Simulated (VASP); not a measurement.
# Al3GaN4 (R3m) in VASP: a series of runs, part 2 of 2

VASP 6.6.1.

## 3. Single point, PBEsol

This run uses another cell than the first one, of 10.61 Å³/atom, 1.023 times its volume.

The input, INCAR:

```
SYSTEM = Al3GaN4
PREC     = Accurate       ! precision mode
ENCUT    = 520            ! plane-wave cutoff, eV
EDIFF    = 1E-7           ! SCF threshold, eV
ISMEAR   = 0              ! smearing method
SIGMA    = 0.05           ! smearing width, eV
LREAL    = .FALSE.        ! projectors in reciprocal space
LASPH    = .TRUE.         ! aspherical terms in the spheres
NELM     = 80             ! most SCF steps
ALGO     = Normal         ! electronic algorithm
ISIF     = 2              ! what is computed and relaxed
LWAVE    = .FALSE.        ! write WAVECAR
LCHARG   = .FALSE.        ! write CHGCAR
GGA      = PS             ! functional
NBANDS   = 31             ! bands
```

The input, KPOINTS:

```
Automatic mesh
0
G
  6 6 6
  0 0 0
```

The input, POSCAR:

```
Al3GaN4
1.0
    4.4071184415      0.2423915143      0.2423915143
    0.2423915143      4.4071184415      0.2423915143
    0.2423915143      0.2423915143      4.4071184415
Al Ga N
3 1 4
Direct
    0.5000000000      0.5000000000      0.0000000000
    0.5000000000      0.0000000000      0.5000000000
    0.0000000000      0.5000000000      0.5000000000
    0.0000000000      0.0000000000      0.0000000000
    0.7447140287      0.7447140287      0.2552859713
    0.7447140287      0.2552859713      0.7447140287
    0.2552859713      0.7447140287      0.7447140287
    0.2552859713      0.2552859713      0.2552859713
```

Potentials or basis: VASP PAW PBE potentials, release 64 (Al, Ga_d, N).

Started as:

```console
$ cat potpaw_PBE.64/Al/POTCAR potpaw_PBE.64/Ga_d/POTCAR potpaw_PBE.64/N/POTCAR > POTCAR
$ mpirun -np 1 vasp_std > vasp.out
```

OUTCAR:

```text
SYSTEM = Al3GaN4
   PREC = Accurate
   ENCUT = 520
   EDIFF = 1E-7
   ISMEAR = 0
   LREAL = .FALSE.
   LASPH = .TRUE.
   NELM = 80
   ISIF = 2
   GGA = PS

 ion  position               nearest neighbor table
   1  0.500  0.500  0.000-   8 1.82   7 1.83   6 1.83   5 2.10   2 2.94   3 2.94   2 2.94   4 2.94
                             3 2.94   4 2.94   2 3.30   2 3.30   3 3.30   3 3.30
   2  0.500  0.000  0.500-   8 1.82   7 1.83   5 1.83   6 2.10   1 2.94   4 2.94   1 2.94   3 2.94
                             3 2.94   4 2.94   1 3.30   1 3.30   3 3.30   3 3.30
   3  0.000  0.500  0.500-   8 1.82   6 1.83   5 1.83   7 2.10   1 2.94   4 2.94   2 2.94   4 2.94
                             1 2.94   2 2.94   1 3.30   2 3.30   1 3.30   2 3.30
   4  0.000  0.000  0.000-   5 1.88   6 1.88   7 1.88   8 2.16   2 2.94   3 2.94   1 2.94   3 2.94
                             1 2.94   2 2.94
   5  0.745  0.745  0.255-   2 1.83   3 1.83   4 1.88   1 2.10
   6  0.745  0.255  0.745-   1 1.83   3 1.83   4 1.88   2 2.10
   7  0.255  0.745  0.745-   1 1.83   2 1.83   4 1.88   3 2.10
   8  0.255  0.255  0.255-   1 1.82   2 1.82   3 1.82   4 2.16

  LATTYP: Found a trigonal (rhomboedric) cell.
 ALAT       =     4.4204298716
 COS(alpha) =     0.1123453109

  Lattice vectors:

 A1 = (   4.4071184415,   0.2423915143,   0.2423915143)
 A2 = (   0.2423915143,   4.4071184415,   0.2423915143)
 A3 = (   0.2423915143,   0.2423915143,   4.4071184415)

Analysis of symmetry for initial positions (statically):
=====================================================================
 Subroutine PRICEL returns:
 Original cell was already a primitive cell.

 Routine SETGRP: Setting up the symmetry group for a
 trigonal (rhombohedral) supercell.

 Subroutine GETGRP returns: Found  6 space group operations
 (whereof  6 operations were pure point group operations)
 out of a pool of 12 trial point group operations.

The static configuration has the point symmetry C_3v.

Analysis of symmetry for dynamics (positions and initial velocities):
=====================================================================
 Subroutine PRICEL returns:
 Original cell was already a primitive cell.

 Routine SETGRP: Setting up the symmetry group for a
 trigonal (rhombohedral) supercell.

 Subroutine GETGRP returns: Found  6 space group operations
 (whereof  6 operations were pure point group operations)
 out of a pool of 12 trial point group operations.

The dynamic configuration has the point symmetry C_3v.

 Subroutine INISYM returns: Found  6 space group operations
 (whereof  6 operations are pure point group operations),
 and found     1 'primitive' translations

----------------------------------------------------------------------------------------

                                     Primitive cell

  volume of cell :      84.8498

  direct lattice vectors                    reciprocal lattice vectors
     4.407118441  0.242391514  0.242391514     0.228214350 -0.011897431 -0.011897431
     0.242391514  4.407118441  0.242391514    -0.011897431  0.228214350 -0.011897431
     0.242391514  0.242391514  4.407118441    -0.011897431 -0.011897431  0.228214350

  length of vectors
     4.420429872  4.420429872  4.420429872     0.228833755  0.228833755  0.228833755

  position of ions in fractional coordinates (direct lattice)
     0.500000000  0.500000000  0.000000000
     0.500000000  0.000000000  0.500000000
     0.000000000  0.500000000  0.500000000
     0.000000000  0.000000000  0.000000000
[... 70 lines left out ...]
   number of dos      NEDOS =    301   number of ions     NIONS =      8
   total plane-waves  NPLWV =  46656
   dimension x,y,z NGX =    36 NGY =   36 NGZ =   36
   dimension x,y,z NGXF=    72 NGYF=   72 NGZF=   72
   ions per type =               3   1   4
   NGX,Y,Z   is equivalent  to a cutoff of  13.54, 13.54, 13.54 a.u.
   NGXF,Y,Z  is equivalent  to a cutoff of  27.08, 27.08, 27.08 a.u.
 SYSTEM =  Al3GaN4
   PREC   = accura    normal or accurate (medium, high low for compatibility)
   ISTART =      0    job   : 0-new  1-cont  2-samecut
   ICHARG =      2    charge: 1-file 2-atom 10-const
   ISPIN  =      1    spin polarized calculation?
   LNONCOLLINEAR =      F non collinear calculations
   LSORBIT =      F    spin-orbit coupling
   LASPH  =      T    aspherical Exc in radial PAW
   ENCUT  =  520.0 eV  38.22 Ry    6.18 a.u.   8.22  8.22  8.22*2*pi/ulx,y,z
   NELM   =     80;   NELMIN=  2; NELMDL= -5     # of ELM steps
   EDIFF  = 0.1E-06   stopping-criterion for ELM
   LREAL  =      F    real-space projection
   EDIFFG = 0.1E-05   stopping-criterion for IOM
   NSW    =      0    number of steps for IOM
   IBRION =     -1    ionic relax: 0-MD 1-quasi-New 2-CG
   NFREE  =      0    steps in history (QN), initial steepest desc. (CG)
   ISIF   =      2    stress and relaxation
   ISYM   =      2    0-nonsym 1-usesym 2-fastsym
   POTIM  = 0.5000    time-step for ionic-motion
   TEBEG  =    0.0;   TEEND  =   0.0 temperature during run
   PSTRESS=    0.0 pullay stress
   NELECT =      42.0000    total number of electrons
   NUPDOWN=      -1.0000    fix difference up-down
   EMIN   =  10.00;   EMAX   =-10.00  energy-range for DOS
   EFERMI =   0.00;   METHOD = LEGACY
   ISMEAR =     0;   SIGMA  =   0.05  broadening in eV -4-tet -1-fermi 0-gaus
   EFERMI_NEDOS =   21; number of points for ismear=-14 and -15
   IALGO  =     38    algorithm
   IMIX   =      4    mixing-type and parameters
     AMIX     =   0.40;   BMIX     =  1.00
     AMIX_MAG =   1.60;   BMIX_MAG =  1.00
  volume/ion in A,a.u.               =      10.61        71.57
  Fermi-wavevector in a.u.,A,eV,Ry     =   1.295014  2.447221 22.817791  1.677060
  Thomas-Fermi vector in A             =   2.426560
   LORBIT       =      0    0 simple, 1 ext, 2 COOP (PROOUT), +10 PAW based schemes
   GGA     = PS    functional components
   LHFCALC =     F    Hartree Fock is set to
   AEXX    =    0.0000 exact exchange contribution
   IVDW    =     0    specifies the selected vdW correction
   LEPSILON=     F    determine dielectric tensor
   LRPA    =     F    only Hartree local field effects (RPA)
 non-spin polarized calculation
 Gauss-broadening in eV      SIGMA  =   0.05
  energy-cutoff  :      520.00
  volume of cell :       84.85
 maximum number of plane-waves:      2293
 NGX is ok and might be reduce to    36
   NGX = 17   NGY = 17   NGZ = 17

 number of electron      42.0000007 magnetization

 Free energy of the ion-electron system (eV)
  ---------------------------------------------------
  ext. energy  EPLUGINS =         0.00000000
  ---------------------------------------------------
  free energy    TOTEN  =       -58.09440914 eV

  energy without entropy =      -58.09440914  energy(sigma->0) =      -58.09440914

 E-fermi :   6.2582     XC(G=0): -11.3574

 val. band max:        6.0533514949   @ k =   0.0000   0.0000   0.0000
 cond. band min:       8.3059662711   @ k =   0.0000   0.0000   0.0000
 fundamental gap:      2.2526147762
 Fermi energy:         6.2581589126

 k-point     1 :       0.0000    0.0000    0.0000
  band No.  band energies     occupation
      1      -9.5845      2.00000
      2      -7.9476      2.00000
      3      -7.9476      2.00000
      4      -7.4417      2.00000
      5      -6.9686      2.00000
      6      -6.9686      2.00000
[... 805 lines left out ...]
     30      16.5037      0.00000
     31      16.7462      0.00000

 [... further k-points ...]

------------------------ aborting loop because EDIFF is reached ----------------------------------------

  FORCE on cell =-STRESS in cart. coord.  units (eV):
  Direction    XX          YY          ZZ          XY          YZ          ZX
  --------------------------------------------------------------------------------------
  -------------------------------------------------------------------------------------
  Total        4.3522394      4.3522394      4.3522394    -11.0481245    -11.0481245    -11.0481245
  in kB       82.1812218     82.1812218     82.1812218   -208.6163678   -208.6163678   -208.6163678
  external PRESSURE =      82.1812218 kB  Pullay stress =       0.0000000 kB

 VOLUME and BASIS-vectors are now :
 -----------------------------------------------------------------------------
  energy-cutoff  :      520.00
  volume of cell :       84.85
      direct lattice vectors                 reciprocal lattice vectors
     4.407118441  0.242391514  0.242391514     0.228214350 -0.011897431 -0.011897431
     0.242391514  4.407118441  0.242391514    -0.011897431  0.228214350 -0.011897431
     0.242391514  0.242391514  4.407118441    -0.011897431 -0.011897431  0.228214350

 POSITION                                       TOTAL-FORCE (eV/Angst)
 -----------------------------------------------------------------------------------
      2.32475      2.32475      0.24239         0.434205      0.434205      0.457349
      2.32475      0.24239      2.32475         0.434205      0.457349      0.434205
      0.24239      2.32475      2.32475         0.457349      0.434205      0.434205
      0.00000      0.00000      0.00000         0.450871      0.450871      0.450871
      3.52443      3.52443      1.48610        -0.465154     -0.465154     -0.526272
      3.52443      1.48610      3.52443        -0.465154     -0.526272     -0.465154
      1.48610      3.52443      3.52443        -0.526272     -0.465154     -0.465154
      1.24883      1.24883      1.24883        -0.320051     -0.320051     -0.320051
 -----------------------------------------------------------------------------------
    total drift:                               -0.000153     -0.000153     -0.000153

  FREE ENERGIE OF THE ION-ELECTRON SYSTEM (eV)
  ---------------------------------------------------
  free  energy   TOTEN  =       -58.0944091352 eV

  energy  without entropy=      -58.0944091352  energy(sigma->0) =      -58.09440914
```

Run time: 89 s. Hardware: 1 thread of Intel Xeon Platinum 8488C (Sapphire Rapids), shared host; peak memory 0.24 GiB.

Results:

```
Free energy            : -58.0944 eV
Pressure               : 8.2 GPa
Largest force          : 0.842 eV/Å
Band gap on the k mesh : 2.25 eV, direct
```

Forces on the atoms (eV/Å):
```
Al   0.434  0.434  0.457
Al   0.434  0.457  0.434
Al   0.457  0.434  0.434
Ga   0.451  0.451  0.451
N   -0.465 -0.465 -0.526
N   -0.465 -0.526 -0.465
N   -0.526 -0.465 -0.465
N   -0.320 -0.320 -0.320
```

Stress tensor (GPa, compression positive):
```
  8.22 -20.86 -20.86
-20.86   8.22 -20.86
-20.86 -20.86   8.22
```

Levels at points of the mesh, in eV from the valence-band top:
```csv
k point,band 19,band 20,band 21,band 22,band 23,band 24
"(0.00, 0.00, 0.00)",-1.01,0.00,0.00,2.25,2.60,2.87
"(0.50, 0.00, 0.00)",-1.81,-1.02,-0.74,4.59,4.79,5.46
"(0.50, 0.50, 0.00)",-1.11,-0.67,-0.50,6.01,6.73,6.73
"(0.50, 0.50, 0.50)",-0.84,-0.20,-0.20,4.63,5.91,5.91
```

Caveat: the PAW data sets were made with another functional, which shifts forces and pressure a little. A hybrid or GW would open this gap; PBEsol tends to underestimate it.

## 4. Single point, PBEsol

This run uses another cell than the first one, of 10.60 Å³/atom, 1.022 times its volume.

The input, INCAR:

```
SYSTEM = Al3GaN4
  PREC = Accurate
  ENCUT = 520
  EDIFF = 1E-6
  ISMEAR = 0
  SIGMA = 0.05
  LREAL = .False.
  LASPH = .True.
  NELM = 100
  ALGO = Normal
  ISIF = 2
  LWAVE = .False.
  LCHARG = .False.
  GGA = PS
  NBANDS = 31
```

The input, KPOINTS:

```
Automatic mesh
0
Gamma
  6 6 6
  0 0 0
```

Changes to POSCAR since step 3:

```diff
@@ -2,5 +2,5 @@
 1.0
-    4.4071184415      0.2423915143      0.2423915143
-    0.2423915143      4.4071184415      0.2423915143
-    0.2423915143      0.2423915143      4.4071184415
+    4.4071184415     -0.2423915143     -0.2423915143
+   -0.2423915143      4.4071184415     -0.2423915143
+   -0.2423915143     -0.2423915143      4.4071184415
 Al Ga N
```

Started as:

```console
$ cat potpaw_PBE.64/Al/POTCAR potpaw_PBE.64/Ga_d/POTCAR potpaw_PBE.64/N/POTCAR > POTCAR
$ mpirun -np 1 vasp_std > vasp.out
```

Wall time 73 s (1 thread of Intel Xeon Platinum 8488C (Sapphire Rapids), shared host); peak memory 0.24 GiB.

The run converged. Its results:

```
Free energy            : -57.4579 eV
Pressure               : 10.8 GPa
Largest force          : 3.694 eV/Å
Band gap on the k mesh : 2.60 eV, direct
```

Forces on the atoms (eV/Å):
```
Al  -2.000 -2.000 -2.258
Al  -2.000 -2.258 -2.000
Al  -2.258 -2.000 -2.000
Ga  -2.057 -2.057 -2.057
N    2.057  2.057  2.276
N    2.057  2.276  2.057
N    2.276  2.057  2.057
N    1.925  1.925  1.925
```

Stress tensor (GPa, compression positive):
```
10.82 29.11 29.11
29.11 10.82 29.11
29.11 29.11 10.82
```

Levels at points of the mesh, in eV from the valence-band top:
```
           k point  band 19  band 20  band 21  band 22  band 23  band 24
(0.00, 0.00, 0.00)    -0.52    -0.52     0.00     2.60     2.67     2.67
(0.50, 0.00, 0.00)    -1.80    -0.99    -0.73     4.84     4.90     5.40
(0.50, 0.50, 0.00)    -1.17    -0.63    -0.44     6.07     6.77     6.94
(0.50, 0.50, 0.50)    -0.54    -0.54    -0.30     4.66     6.18     6.86
```

Caveat: the PAW data sets were made with another functional, which shifts forces and pressure a little. A hybrid or GW would open this gap; PBEsol tends to underestimate it.

## 5. Single point, PBEsol

This run uses another cell than the first one, of 10.69 Å³/atom, 1.031 times its volume.

The input, INCAR:

```
PREC     = Accurate       # precision mode
ENCUT    = 520            # plane-wave cutoff, eV
EDIFF    = 1E-7           # SCF threshold, eV
ISMEAR   = 0              # smearing method
SIGMA    = 0.05           # smearing width, eV
LREAL    = False          # projectors in reciprocal space
LASPH    = True           # aspherical terms in the spheres
NELM     = 80             # most SCF steps
ALGO     = Normal         # electronic algorithm
ISIF     = 2              # what is computed and relaxed
LWAVE    = False          # write WAVECAR
LCHARG   = False          # write CHGCAR
GGA      = PS             # functional
NBANDS   = 31             # bands
```

The input, KPOINTS:

```
regular mesh
0
Gamma
  6 6 6
```

Changes to POSCAR since step 4:

```diff
@@ -2,5 +2,5 @@
 1.0
-    4.4071184415     -0.2423915143     -0.2423915143
-   -0.2423915143      4.4071184415     -0.2423915143
-   -0.2423915143     -0.2423915143      4.4071184415
+    4.4071184415     -0.0808706234     -0.0808706234
+   -0.0808706234      4.4071184415     -0.0808706234
+   -0.0808706234     -0.0808706234      4.4071184415
 Al Ga N
```

Started as:

```console
$ cat potpaw_PBE.64/Al/POTCAR potpaw_PBE.64/Ga_d/POTCAR potpaw_PBE.64/N/POTCAR > POTCAR
$ mpirun -np 1 vasp_std > vasp.out
```

It took 81 s on 1 thread of Intel Xeon Platinum 8488C (Sapphire Rapids), shared host; peak memory 0.24 GiB.

It converged, with:

```yaml
Free_energy: -59.7069 eV
Pressure: 1.0 GPa
Largest_force: 0.761 eV/Å
Band_gap_on_the_k_mesh: 3.11 eV, direct
```

Forces in eV/Å, atoms in the order of the input:
```
Al  -0.404 -0.404 -0.458
Al  -0.404 -0.458 -0.404
Al  -0.458 -0.404 -0.404
Ga  -0.422 -0.422 -0.422
N    0.423  0.423  0.469
N    0.423  0.469  0.423
N    0.469  0.423  0.423
N    0.373  0.373  0.373
```

Stress tensor (GPa, compression positive):
```
1.02 8.36 8.36
8.36 1.02 8.36
8.36 8.36 1.02
```

Levels at points of the mesh, in eV from the valence-band top:
```csv
k point,band 17,band 18,band 19,band 20,band 21,band 22,band 23,band 24,band 25,band 26
"(0.00, 0.00, 0.00)",-1.89,-1.89,-0.23,-0.23,0.00,3.11,3.11,3.13,3.26,6.85
"(0.50, 0.00, 0.00)",-2.80,-1.54,-1.27,-1.19,-0.92,5.32,5.38,5.84,5.89,8.35
"(0.50, 0.50, 0.00)",-2.67,-1.01,-0.79,-0.67,-0.57,6.94,7.31,7.35,7.47,7.90
"(0.50, 0.50, 0.50)",-0.68,-0.68,-0.54,-0.54,-0.41,5.24,6.53,6.89,6.89,9.16
```

Caveat: the PAW data sets were made with another functional, which shifts forces and pressure a little.

## 6. The runs side by side

```csv
cell,gap on the mesh (eV),pressure (GPa),largest force (eV/Å)
"a = 4.365 Å, angles 87.9°, 8 atoms",3.12,7.4,0.57
"a = 4.420 Å, angles 83.5°, 8 atoms",2.25,8.2,0.84
"a = 4.420 Å, angles 96.1°, 8 atoms",2.60,10.8,3.69
"a = 4.409 Å, angles 92.1°, 8 atoms",3.11,1.0,0.76
```

Alike in all rows: task single point; level PBEsol; potentials or basis VASP PAW PBE potentials, release 64 (Al, Ga_d, N); no spin polarisation; k mesh 6 × 6 × 6; cutoff (eV) 520; smearing gaussian 0.05 eV.

Caveats: the PAW data sets were made with another functional, which shifts forces and pressure a little.

Total energies depend on the potentials used, so only differences within one code and one set of settings carry meaning.
